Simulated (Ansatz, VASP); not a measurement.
# Ti: VASP beside Ansatz

INCAR

```
  PREC = Accurate
  ENCUT = 520
  EDIFF = 1E-6
  ISMEAR = 0
  SIGMA = 0.028000000000000004
  LREAL = F
  LASPH = T
  NELM = 80
  ALGO = Normal
  ISIF = 2
  LWAVE = F
  LCHARG = F
  GGA = PE
  NBANDS = 19
```

Contents of KPOINTS:

```
regular mesh
0
Gamma
  10 10 6
```

Contents of POSCAR:

```
Ti
1.0
    2.9500000000      0.0000000000      0.0000000000
   -1.4750000000      2.5547749412      0.0000000000
    0.0000000000      0.0000000000      4.6800000000
Ti
2
Direct
    0.6666666667      0.3333333333      0.7500000000
    0.3333333333      0.6666666667      0.2500000000
```

The input input.yaml:

```yaml
crystal:
  lattice:
    - [2.95, 0.0, 0.0]
    - [-1.475, 2.5547749412, 0.0]
    - [0.0, 0.0, 4.68]
  atoms:
    - { symbol: Ti, position: [0.6666666667, 0.3333333333, 0.75] }
    - { symbol: Ti, position: [0.3333333333, 0.6666666667, 0.25] }
kpoints:
  mp_grid: { grid: [10, 10, 6] }
scf:
  occupations: { method: gaussian, width: 0.028 }
hamiltonian:
  xc: pbe
  pseudopotentials: { kind: all_electron, lapw: { basis_error: 0.001 } }
output:
  forces: true
  stress: true
  eigenvalues: true
```

Alike in both runs: task single point; functional PBE; k mesh 10 × 10 × 6; occupations gaussian, width 0.028 eV; no spin polarisation.

|  | VASP | Ansatz |
| --- | --- | --- |
| version | VASP 6.6.1 | Ansatz 0.2.0 |
| potentials or method | VASP PAW PBE potentials, release 64 (Ti_sv), cutoff 520 eV | all-electron LAPW, scalar-relativistic |

Ansatz gave:

- gap on the k mesh at the Fermi level (eV): none
- pressure (GPa): -1.4
- traceless stress, the component that is largest in VASP (GPa): -0.16

Question: What did VASP give for the same quantities?

Answer: gap on the k mesh at the Fermi level (eV): none; pressure (GPa): -1.7; traceless stress, the component that is largest in VASP (GPa): -0.17.

A gap of «none» marks a metal or a gap that the smearing closes. Ansatz ran all-electron here, and VASP with PAW potentials.
